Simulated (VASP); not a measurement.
Crystal: SbS.

```
Sb S
1.0
     0.00000    3.40251    3.40251
     3.40251    0.00000    3.40251
     3.40251    3.40251    0.00000
Sb S
1 1
Direct
  0.00000 0.00000 0.00000
  0.50000 0.50000 0.50000
```

```yaml
Program: VASP 6.6.1
Task: relaxation of cell and atoms
Functional: PBE
Potentials_or_basis: VASP PAW PBE potentials, release 64 (Sb, S)
Cutoff: 600 eV
k_mesh: 4 × 4 × 4
Occupations: gaussian, width 0.1 eV
Spin: no spin polarisation
```

At the start: pressure -10.6 GPa; volume 39.39 Å³/atom.

Task: How do energy, volume and symmetry change on relaxing?

Result: Over 5 steps the energy falls by 789.6 meV/atom and the volume is 24.49 Å³/atom (-37.8 %); space group Fm-3m (No. 225, to 0.05 Å).

Step by step:
```csv
step,energy change (eV),largest force (eV/Å),pressure (GPa),volume (Å³)
1,0.0000,0.0000,-10.64,78.78
2,-1.5272,0.0000,-4.21,52.56
3,-1.5791,0.0000,-0.33,49.09
4,-1.5791,0.0000,0.35,48.59
5,-1.5793,0.0000,-0.18,48.98
```

Final structure:
```yaml
crystal:
  lattice:
    - [0.00000, 2.90402, 2.90402]
    - [2.90402, 0.00000, 2.90402]
    - [2.90402, 2.90402, 0.00000]
  atoms:
    - { symbol: Sb, position: [0.00000, 0.00000, 0.00000] }
    - { symbol: S, position: [0.50000, 0.50000, 0.50000] }
```

Caveat: the k points lie up to 0.47 Å⁻¹ apart in the final cell; the volume moved by over 15 % at a fixed basis, so the end points are rough.
